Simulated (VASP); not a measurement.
A run of VASP 6.6.1:

INCAR

```
  PREC = Accurate
  ENCUT = 520
  EDIFF = 1E-8
  ISMEAR = -1
  SIGMA = 0.02
  LREAL = F
  LASPH = T
  NELM = 80
  ALGO = Normal
  ISIF = 2
  LWAVE = F
  LCHARG = F
  GGA = PE
  LEFG = T
  NBANDS = 15
```

KPOINTS

```
Automatic mesh
0
Gamma
  7 7 7
```

Contents of POSCAR:

```
KCl
1.0
    3.7430200000      0.0000000000      0.0000000000
    0.0000000000      3.7430200000      0.0000000000
    0.0000000000      0.0000000000      3.6340000000
K Cl
1 1
Direct
    0.0000000000      0.0000000000      0.0000000000
    0.5000000000      0.5000000000      0.5000000000
```

Potentials or basis: VASP PAW PBE potentials, release 64 (K_sv, Cl).

The run is started by

```sh
$ cat potpaw_PBE.64/K_sv/POTCAR potpaw_PBE.64/Cl/POTCAR > POTCAR
$ mpirun -np 1 vasp_std > vasp.out
```

Hardware: 1 thread of AMD EPYC 7R13, on a shared host.

Task: How long does it take, and how much memory?

Result: Run time: 52 s on 1 thread of AMD EPYC 7R13, with other jobs on the host, peak memory 0.14 GiB. Counts: scf iterations 17, k points 40.
